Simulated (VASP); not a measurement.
Runs of VASP 6.6.1 on Mg5O. The structure is that of space group F-43m (No. 216), or close to it. The cells are those of the table. The cell was built from a structure type or drawn by symmetry, and may not be a known phase.

```tsv
task	spin	cell	k mesh	cutoff (eV)	gap on the mesh (eV)	pressure (GPa)	moment (μB)	largest force (eV/Å)
relaxation of cell and atoms	collinear, ferromagnetic start	relaxed from a = 5.182 Å, angles 60.0°, 6 atoms	4 × 4 × 4	600	none	0.2	(a)	0.01
single point	collinear, ferromagnetic start	a = 5.701 Å, angles 60.0°, 6 atoms	8 × 8 × 8	520	none	-0.1	0.00	0.01
single point	collinear, ferromagnetic start	a = 5.701 Å, angles 60.0°, 6 atoms	4 × 4 × 4	520	none	0.0	0.00	-
single point	collinear, ferromagnetic start	a = 5.182 Å, angles 60.0°, 6 atoms	4 × 4 × 4	520	none	17.8	1.44	0.26
single point	off	a = 5.182 Å, angles 60.0°, 6 atoms	4 × 4 × 4	600	none	17.8	-	0.25
```

Alike in all rows: level PBE; potentials or basis VASP PAW PBE potentials, release 64 (Mg, O); smearing gaussian 0.1 eV.

Q: Estimate the missing entries.

A: (a) 1.45.

Caveats: some runs use coarse meshes; semilocal functionals underestimate gaps, so a narrow gap can read as zero (at least some runs).

A gap of «none» marks levels without a gap at the run's occupations.
